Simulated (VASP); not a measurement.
A run of VASP 6.6.1 is set up as follows.

File INCAR:

```
PREC     = Accurate       # precision mode
ENCUT    = 520            # plane-wave cutoff, eV
EDIFF    = 1E-7           # SCF threshold, eV
ISMEAR   = 1              # smearing method
SIGMA    = 0.1            # smearing width, eV
LREAL    = False          # projectors in reciprocal space
LASPH    = True           # aspherical terms in the spheres
NELM     = 100            # most SCF steps
ALGO     = Normal         # electronic algorithm
ISIF     = 2              # what is computed and relaxed
LWAVE    = False          # write WAVECAR
LCHARG   = False          # write CHGCAR
GGA      = PE             # functional
NBANDS   = 14             # bands
```

Contents of KPOINTS:

```
regular mesh
0
Gamma
  13 13 13
```

Contents of POSCAR:

```
AlNi
1.0
    2.8918262607      0.0000000000      0.0000000000
    0.0000000000      2.8918262607      0.0000000000
    0.0000000000      0.0000000000      2.8918262607
Al Ni
1 1
Direct
    0.5000000000      0.5000000000      0.5000000000
    0.0000000000      0.0000000000      0.0000000000
```

Potentials or basis: VASP PAW PBE potentials, release 64 (Al, Ni).

Launch:

```sh
$ cat potpaw_PBE.64/Al/POTCAR potpaw_PBE.64/Ni/POTCAR > POTCAR
$ mpirun -np 1 vasp_std > vasp.out
```

(1) What does it give for the pressure?

## Answers

(1) 0.1 GPa.
